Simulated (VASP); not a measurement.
The system is Si3B2.

```
Si B
1.0
     3.47470    0.00000    0.00000
    -1.73735    3.00918    0.00000
     0.00000    0.00000    5.59575
Si B
3 2
Direct
  0.00000 0.00000 0.00000
  0.33333 0.66667 0.65529
  0.66667 0.33333 0.34471
  0.33333 0.66667 0.25740
  0.66667 0.33333 0.74260
```

```yaml
Program: VASP 6.6.1
Task: relaxation of cell and atoms
Functional: PBE
Potentials_or_basis: VASP PAW PBE potentials, release 64 (Si, B)
Cutoff: 600 eV
k_mesh: 12 × 12 × 8
Occupations: gaussian, width 0.1 eV
Spin: no spin polarisation
```

At the start: pressure 0.0 GPa; volume 11.70 Å³/atom.

Where does the relaxation end?

Over 25 steps the energy falls by 16.8 meV/atom and the volume is 12.16 Å³/atom (+3.9 %); space group P-3m1 (No. 164, to 0.1 Å) before and after.

Step by step:
```tsv
step	energy change (eV)	largest force (eV/Å)	pressure (GPa)	volume (Å³)
1	0.0000	0.1024	0.03	58.51
2	-0.0066	0.0414	0.25	58.53
3	-0.0178	0.0891	0.93	58.56
4	-0.0457	0.2080	2.39	58.54
5	0.0203	0.2934	5.88	58.26
6	-0.0464	0.2441	2.87	58.52
7	-0.0499	0.2322	2.66	58.67
8	-0.0583	0.1917	2.03	59.10
9	-0.0579	0.1765	0.82	59.95
10	-0.0609	0.1727	1.35	59.57
11	-0.0610	0.1707	1.47	59.48
12	-0.0631	0.1771	1.19	59.58
13	-0.0671	0.1930	0.36	59.87
14	-0.0658	0.2167	-1.22	60.46
15	-0.0680	0.2035	-0.31	60.11
16	-0.0703	0.1881	-0.27	60.13
17	-0.0759	0.1412	-0.15	60.17
18	-0.0813	0.0704	0.13	60.25
19	-0.0814	0.0841	0.18	60.26
20	-0.0826	0.0620	0.15	60.39
21	-0.0839	0.0159	0.11	60.65
22	-0.0839	0.0142	0.11	60.71
23	-0.0840	0.0185	-0.17	60.85
24	-0.0840	0.0172	-0.09	60.81
25	-0.0841	0.0081	0.00	60.78
```

Final structure:
```
CELL_PARAMETERS angstrom
3.37723 0.00000 0.00000
-1.68862 2.92477 0.00000
0.00000 0.00000 6.15323
ATOMIC_POSITIONS crystal
Si 0.00000 0.00000 0.00000
Si 0.33333 0.66667 0.65655
Si 0.66667 0.33333 0.34345
B 0.33333 0.66667 0.25922
B 0.66667 0.33333 0.74078
```
